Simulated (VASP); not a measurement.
# Hf3Si2F (P-6m2) in VASP: notebook, part 3 of 3

VASP 6.6.1. The steps go on from the part before.

## Step 5: Relaxation of cell and atoms, PBE

This run uses another cell than the first one, of 21.59 Å³/atom.

INCAR

```
PREC = Accurate
ENCUT = 600
EDIFF = 1E-6
ISMEAR = 0
SIGMA = 0.1
LREAL = False
LASPH = True
NELM = 60
ALGO = Normal
ISIF = 3
LWAVE = False
LCHARG = False
GGA = PE
IBRION = 2
NSW = 90
EDIFFG = -0.04
```

KPOINTS

```
regular mesh
0
Gamma
  6 6 2
```

POSCAR

```
Hf3Si2F
1.0
    4.0947101400      0.0000000000      0.0000000000
   -2.0473550700      3.5461230100      0.0000000000
    0.0000000000      0.0000000000      8.9201158700
Hf Si F
3 2 1
Direct
    0.6666666700      0.3333333300      0.5000000000
    0.0000000000      0.0000000000      0.0000000000
    0.0000000000      0.0000000000      0.5000000000
    0.3333333300      0.6666666700      0.2516720000
    0.3333333300      0.6666666700      0.7483280000
    0.6666666700      0.3333333300      0.0000000000
```

Potentials or basis: VASP PAW PBE potentials, release 64 (Hf_pv, Si, F).

On the command line:

```
$ cat potpaw_PBE.64/Hf_pv/POTCAR potpaw_PBE.64/Si/POTCAR potpaw_PBE.64/F/POTCAR > POTCAR
$ mpirun -np 1 vasp_std > vasp.out
```

OUTCAR:

```text
PREC = Accurate
   ENCUT = 600
   EDIFF = 1E-6
   ISMEAR = 0
   LREAL = False
   LASPH = True
   NELM = 60
   ISIF = 3
   GGA = PE
   IBRION = 2
   NSW = 90
   EDIFFG = -0.04

 ion  position               nearest neighbor table
   1  0.667  0.333  0.500-   3 2.36   3 2.36   3 2.36   5 3.24   4 3.24   5 3.24   4 3.24   5 3.24
                             4 3.24
   2  0.000  0.000  0.000-   6 2.36   6 2.36   6 2.36   4 3.26   5 3.26   4 3.26   5 3.26   4 3.26
                             5 3.26
   3  0.000  0.000  0.500-   1 2.36   1 2.36   1 2.36   5 3.24   4 3.24   4 3.24   5 3.24   4 3.24
                             5 3.24
   4  0.333  0.667  0.252-   3 3.24   1 3.24   1 3.24   3 3.24   3 3.24   1 3.24   2 3.26   2 3.26
                             2 3.26
   5  0.333  0.667  0.748-   3 3.24   1 3.24   1 3.24   3 3.24   3 3.24   1 3.24   2 3.26   2 3.26
                             2 3.26
   6  0.667  0.333  0.000-   2 2.36   2 2.36   2 2.36

  LATTYP: Found a hexagonal cell.
[... 301 lines left out ...]

--------------------------------------- Ionic step       10  -------------------------------------------

 number of electron      45.0000004 magnetization

------------------------ aborting loop because EDIFF is reached ----------------------------------------
[... 75 lines left out ...]
--------------------------------------- Ionic step       12  -------------------------------------------

 number of electron      45.0000003 magnetization

 Free energy of the ion-electron system (eV)
  ---------------------------------------------------
  ext. energy  EPLUGINS =         0.00000000
  ---------------------------------------------------
  free energy    TOTEN  =       -44.96810329 eV

  energy without entropy =      -44.95513593  energy(sigma->0) =      -44.96161961

 E-fermi :   6.3468     XC(G=0): -11.1827

 val. band max:        6.3441878391   @ k =   0.1667   0.0000   0.5000
 cond. band min:       6.4362088830   @ k =   0.1667   0.0000   0.5000
 fundamental gap:      0.0920210439
 Fermi energy:         6.3468303864

 k-point     1 :       0.0000    0.0000    0.0000
  band No.  band energies     occupation
      1     -25.7726      2.00000
      2     -25.7726      2.00000
      3     -25.5717      2.00000
      4     -24.9954      2.00000
      5     -24.9954      2.00000
      6     -24.5867      2.00000
[... 442 lines left out ...]
  FREE ENERGIE OF THE ION-ELECTRON SYSTEM (eV)
  ---------------------------------------------------
  free  energy   TOTEN  =       -44.9681032943 eV

  energy  without entropy=      -44.9551359265  energy(sigma->0) =      -44.96161961

 reached required accuracy - stopping structural energy minimisation
```

OSZICAR:

```text
N       E                     dE             d eps       ncg     rms          rms(c)
DAV:   1     0.236473799501E+03    0.23647E+03   -0.25375E+04   788   0.168E+03
DAV:   2    -0.256519360417E+02   -0.26213E+03   -0.25632E+03   902   0.379E+02
DAV:   3    -0.450502809585E+02   -0.19398E+02   -0.18723E+02   997   0.715E+01
[... 144 lines left out ...]
DAV:   4    -0.449682700592E+02    0.10148E-02   -0.27397E-03   993   0.275E-01    0.249E-01
DAV:   5    -0.449681295225E+02    0.14054E-03   -0.35313E-04   965   0.994E-02    0.192E-01
DAV:   6    -0.449681056354E+02    0.23887E-04   -0.88455E-05   994   0.470E-02    0.390E-02
DAV:   7    -0.449681035380E+02    0.20974E-05   -0.14083E-05   886   0.212E-02    0.127E-02
DAV:   8    -0.449681032943E+02    0.24365E-06   -0.12800E-06   589   0.788E-03
  12 F= -.44968103E+02 E0= -.44961620E+02  d E =-.157545E-02
```

CONTCAR:

```text
Hf3Si2F
   1.00000000000000
     4.4987126584563333   -0.0000000000000000    0.0000000000000000
    -2.2493563292281666    3.8959994564868219    0.0000000000000000
    -0.0000000000000000   -0.0000000000000000    5.8952564564753622
  Hf              Si              F
     3     2     1
Direct
     0.6666666699999979    0.3333333300000021    0.5000000000000000
     0.0000000000000000    1.0000000000000000    0.0000000000000000
     0.0000000000000000    1.0000000000000000    0.5000000000000000
     0.3333333300000021    0.6666666699999979    0.2835838592807073
     0.3333333300000021    0.6666666699999979    0.7164161407192927
     0.6666666699999979    0.3333333300000021    0.0000000000000000

  0.00000000E+00  0.00000000E+00  0.00000000E+00
  0.00000000E+00  0.00000000E+00  0.00000000E+00
  0.00000000E+00  0.00000000E+00  0.00000000E+00
  0.00000000E+00  0.00000000E+00  0.00000000E+00
  0.00000000E+00  0.00000000E+00  0.00000000E+00
  0.00000000E+00  0.00000000E+00  0.00000000E+00
```

Run time: 12 min. Hardware: 1 thread of Intel Xeon Platinum 8259CL at 2.50GHz (Skylake/Cascade Lake), shared host; peak memory 0.34 GiB.

What came out:

| Property | Result |
| --- | --- |
| Free energy | -44.9681 eV |
| Relaxed volume | 17.22 Å³/atom |
| Relaxed cell | a = 4.499 Å, b = 4.499 Å, c = 5.895 Å, α = 90.00°, β = 90.00°, γ = 120.00° |
| Space group after relaxing (to 0.1 Å) | P-6m2 (No. 187) |
| Energy gained by relaxing | 994.1 meV/atom |
| Ionic steps | 12 |
| Pressure after relaxing | -0.3 GPa |
| Largest force after relaxing | 0.008 eV/Å |
| Band gap on the k mesh | zero (an odd number of electrons rules out a gap without spin polarisation) |

Forces in eV/Å, atoms in the order of the input:
```
Hf   0.000  0.000  0.000
Hf   0.000  0.000  0.000
Hf   0.000  0.000  0.000
Si   0.000  0.000 -0.008
Si   0.000  0.000  0.008
F    0.000  0.000  0.000
```

The path:
| step | energy change (eV) | largest force (eV/Å) | pressure (GPa) | volume (Å³) |
| --- | --- | --- | --- | --- |
| 1 | 0.0000 | 1.4803 | -4.85 | 129.52 |
| 2 | -3.7507 | 1.2885 | -4.86 | 115.72 |
| 3 | -4.9805 | 1.0996 | -2.17 | 108.23 |
| 4 | -5.1048 | 0.5713 | 16.69 | 91.08 |
| 5 | -5.7777 | 0.7778 | 2.28 | 100.96 |
| 6 | -5.8058 | 0.4147 | 6.80 | 96.81 |
| 7 | -5.8376 | 0.5689 | 5.22 | 98.10 |
| 8 | -5.8668 | 0.4508 | -4.44 | 106.72 |
| 9 | -5.9295 | 0.4918 | -0.50 | 102.67 |
| 10 | -5.9537 | 0.2720 | -0.14 | 102.67 |
| 11 | -5.9633 | 0.0208 | 0.31 | 102.68 |
| 12 | -5.9649 | 0.0079 | -0.31 | 103.33 |

Final structure:
```
CELL_PARAMETERS angstrom
4.49871 0.00000 0.00000
-2.24936 3.89600 0.00000
0.00000 0.00000 5.89526
ATOMIC_POSITIONS crystal
Hf 0.66667 0.33333 0.50000
Hf 0.00000 0.00000 0.00000
Hf 0.00000 0.00000 0.50000
Si 0.33333 0.66667 0.28358
Si 0.33333 0.66667 0.71642
F 0.66667 0.33333 0.00000
```

Levels at points of the mesh, in eV from the Fermi level:
| k point | band 19 | band 20 | band 21 | band 22 | band 23 | band 24 | band 25 | band 26 | band 27 |
| --- | --- | --- | --- | --- | --- | --- | --- | --- | --- |
| (0.00, 0.00, 0.00) | -2.05 | -1.99 | -1.99 | -0.65 | -0.65 | 1.21 | 1.21 | 1.57 | 1.57 |
| (0.50, 0.00, 0.00) | -2.80 | -2.30 | -1.72 | -1.05 | 0.31 | 0.40 | 1.73 | 1.83 | 2.06 |
| (0.00, 0.00, 0.50) | -1.29 | -1.29 | -0.74 | -0.74 | -0.63 | 0.19 | 0.19 | 1.20 | 1.79 |
| (0.50, 0.00, 0.50) | -2.73 | -2.37 | -1.15 | -0.78 | -0.57 | 0.34 | 1.17 | 1.43 | 2.18 |

Caveat: the volume moved by over 15 % at a fixed basis, so the end points are rough; spin-orbit coupling is left out, which moves the levels of the heavy elements; an odd number of electrons without spin polarisation forces a metal; a magnetic or distorted state may lie lower.

## Step 6: Relaxation of cell and atoms, PBE

INCAR

```
SYSTEM = Hf3Si2F
PREC = Accurate
ENCUT = 600
EDIFF = 1E-7
ISMEAR = 0
SIGMA = 0.1
LREAL = .False.
LASPH = .True.
NELM = 80
ALGO = Normal
ISIF = 3
LWAVE = .False.
LCHARG = .False.
GGA = PE
IBRION = 2
NSW = 90
EDIFFG = -0.04
```

KPOINTS

```
Automatic mesh
0
Gamma
  6 6 4
  0 0 0
```

POSCAR

```
Hf3Si2F
1.0
    4.5036217910      0.0000000000      0.0000000000
   -2.2518108955      3.9002508800      0.0000000000
    0.0000000000      0.0000000000      5.8942083686
Hf Si F
3 2 1
Direct
    0.6666666667      0.3333333333      0.5000000000
    0.0000000000      0.0000000000      0.0000000000
    0.0000000000      0.0000000000      0.5000000000
    0.3333333333      0.6666666667      0.2839430919
    0.3333333333      0.6666666667      0.7160569081
    0.6666666667      0.3333333333      0.0000000000
```

Potentials or basis: VASP PAW PBE potentials, release 64 (Hf_pv, Si, F).

On the command line:

```
$ cat potpaw_PBE.64/Hf_pv/POTCAR potpaw_PBE.64/Si/POTCAR potpaw_PBE.64/F/POTCAR > POTCAR
$ mpirun -np 1 vasp_std > vasp.out
```

It took 4.9 min on 1 thread of Intel Xeon Platinum 8259CL at 2.50GHz (Skylake/Cascade Lake), shared host; peak memory 0.29 GiB.

It converged, with:

- Free energy: -44.9557 eV
- Relaxed volume: 17.19 Å³/atom
- Relaxed cell: a = 4.546 Å, b = 4.546 Å, c = 5.764 Å, α = 90.00°, β = 90.00°, γ = 120.00°
- Space group after relaxing (to 0.1 Å): P-6m2 (No. 187)
- Energy gained by relaxing: 3.7 meV/atom
- Ionic steps: 6
- Pressure after relaxing: -0.1 GPa
- Largest force after relaxing: 0.019 eV/Å
- Band gap on the k mesh: zero (an odd number of electrons rules out a gap without spin polarisation)

Forces in eV/Å, atoms in the order of the input:
```
Hf   0.000  0.000  0.000
Hf   0.000  0.000  0.000
Hf   0.000  0.000  0.000
Si   0.000  0.000  0.019
Si   0.000  0.000 -0.019
F    0.000  0.000  0.000
```

Step by step:
```tsv
step	energy change (eV)	largest force (eV/Å)	pressure (GPa)	volume (Å³)
1	0.0000	0.0492	-0.02	103.53
2	-0.0158	0.0658	-0.13	103.50
3	-0.0206	0.1034	-0.19	103.45
4	-0.0217	0.0666	0.11	103.08
5	-0.0218	0.0499	0.26	102.91
6	-0.0222	0.0194	-0.12	103.16
```

Final structure:
```yaml
crystal:
  lattice:
    - [4.54613, 0.00000, 0.00000]
    - [-2.27306, 3.93706, 0.00000]
    - [0.00000, 0.00000, 5.76376]
  atoms:
    - { symbol: Hf, position: [0.66667, 0.33333, 0.50000] }
    - { symbol: Hf, position: [0.00000, 0.00000, 0.00000] }
    - { symbol: Hf, position: [0.00000, 0.00000, 0.50000] }
    - { symbol: Si, position: [0.33333, 0.66667, 0.28044] }
    - { symbol: Si, position: [0.33333, 0.66667, 0.71956] }
    - { symbol: F, position: [0.66667, 0.33333, 0.00000] }
```

Levels at points of the mesh, in eV from the Fermi level:
| k point | band 21 | band 22 | band 23 | band 24 | band 25 | band 26 |
| --- | --- | --- | --- | --- | --- | --- |
| (0.00, 0.00, 0.00) | -1.99 | -0.55 | -0.55 | 1.20 | 1.20 | 1.56 |
| (0.50, 0.00, 0.00) | -1.57 | -0.99 | 0.35 | 0.44 | 1.78 | 1.80 |
| (0.00, 0.00, 0.50) | -0.61 | -0.61 | -0.47 | 0.20 | 0.20 | 1.14 |
| (0.50, 0.00, 0.50) | -1.06 | -0.64 | -0.50 | 0.56 | 1.14 | 1.52 |

Caveat: spin-orbit coupling is left out, which moves the levels of the heavy elements; an odd number of electrons without spin polarisation forces a metal; a magnetic or distorted state may lie lower.

## Step 7: Overview

```csv
task,cell,k mesh,cutoff (eV),gap on the mesh (eV),pressure (GPa),relaxed volume (Å³/atom),largest force (eV/Å)
single point,"a = 4.504, b = 4.504, c = 5.894 Å, angles 90.0, 90.0, 120.0°, 6 atoms, atomic positions A",6 × 6 × 2,520,none,-0.5,-,0.02
single point,"a = 4.095, b = 4.095, c = 8.920 Å, angles 90.0, 90.0, 120.0°, 6 atoms, atomic positions B",6 × 6 × 2,520,none,-4.8,-,1.48
single point,"a = 4.551, b = 4.551, c = 5.779 Å, angles 90.0, 90.0, 120.0°, 6 atoms, atomic positions C",6 × 6 × 4,520,none,-0.6,-,0.02
relaxation of cell and atoms,"relaxed from a = 4.095, b = 4.095, c = 8.920 Å, angles 90.0, 90.0, 120.0°, 6 atoms, atomic positions B",6 × 6 × 2,600,none,-0.3,17.22,0.01
relaxation of cell and atoms,"relaxed from a = 4.504, b = 4.504, c = 5.894 Å, angles 90.0, 90.0, 120.0°, 6 atoms, atomic positions A",6 × 6 × 4,600,none,-0.1,17.19,0.02
```

Alike in all rows: level PBE; potentials or basis VASP PAW PBE potentials, release 64 (Hf_pv, Si, F); no spin polarisation; smearing gaussian 0.1 eV.

Caveats: some runs use coarse meshes; spin-orbit coupling is left out, which moves the levels of the heavy elements; an odd number of electrons without spin polarisation forces a metal; a magnetic or distorted state may lie lower; the stress differs along the axes, from -26 to 6 GPa (at least some runs); the volume moved by over 15 % at a fixed basis, so the end points are rough (at least some runs).

Absolute energies hang on the potentials; compare differences alone.

The gap in the log of VASP goes by the Fermi energy; the results here count the filled bands.